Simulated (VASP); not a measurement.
Input of a VASP 6.6.1 run:

File INCAR:

```
SYSTEM = Si3Ru
PREC = Accurate
ENCUT = 600
EDIFF = 1E-6
ISMEAR = 0
SIGMA = 0.1
LREAL = .False.
LASPH = .True.
NELM = 100
ALGO = Normal
ISIF = 3
LWAVE = .False.
LCHARG = .False.
GGA = PE
IBRION = 2
NSW = 90
EDIFFG = -0.04
```

The input KPOINTS:

```
Automatic mesh
0
Gamma
  8 8 2
  0 0 0
```

The input POSCAR:

```
Si3Ru
1.0
    1.4058792500     -2.2008184000      0.0000000000
    1.4058792500      2.2008184000      0.0000000000
    0.0000000000      0.0000000000      8.8079921800
Si Ru
3 1
Direct
    0.5000000000      0.5000000000      0.7533087700
    0.0000000000      0.0000000000      0.5000000000
    0.5000000000      0.5000000000      0.2466912300
    0.0000000000      0.0000000000      0.0000000000
```

Potentials or basis: VASP PAW PBE potentials, release 64 (Si, Ru_pv).

Launch:

```sh
$ cat potpaw_PBE.64/Si/POTCAR potpaw_PBE.64/Ru_pv/POTCAR > POTCAR
$ mpirun -np 1 vasp_std > vasp.out
```

**Question.** Estimate the space group after relaxing (to 0.05 Å).

**Answer.** Cmmm (No. 65).

**Question.** What does it give for the relaxed volume?

**Answer.** 14.34 Å³/atom.

**Question.** Predict the relaxed cell.

**Answer.** a = 2.850 Å, b = 2.850 Å, c = 7.802 Å, α = 90.00°, β = 90.00°, γ = 115.15°.

**Question.** What does it give for the band gap on the k mesh?

**Answer.** Zero (band 13 reaches 12.76 eV, above the bottom of band 14 at 9.85 eV).

The path:
```csv
step,energy change (eV),largest force (eV/Å),pressure (GPa),volume (Å³)
1,0.0000,0.9961,3.74,54.51
2,-0.4208,0.7190,-1.74,56.89
3,-0.4652,0.5739,-2.32,57.64
4,-0.4592,0.2605,-1.52,59.06
5,-0.4726,0.3950,-2.20,58.15
6,-0.4920,0.2962,3.43,56.55
7,-0.4966,0.0668,1.65,57.03
8,-0.5284,0.2165,1.61,57.08
9,-0.5349,0.2804,1.57,57.09
10,-0.5412,0.5086,1.56,57.10
11,-0.5540,0.0639,-2.02,58.18
12,-0.5556,0.1753,-1.14,57.91
13,-0.5655,0.1007,-0.28,57.46
14,-0.5740,0.0165,2.01,56.44
15,-0.5749,0.0478,0.93,56.86
16,-0.5756,0.0247,1.33,56.70
17,-0.5776,0.0987,0.49,57.07
18,-0.5783,0.0626,0.76,56.94
19,-0.5794,0.0631,-0.11,57.30
20,-0.5794,0.0630,-0.12,57.31
21,-0.5799,0.0110,-0.03,57.35
```
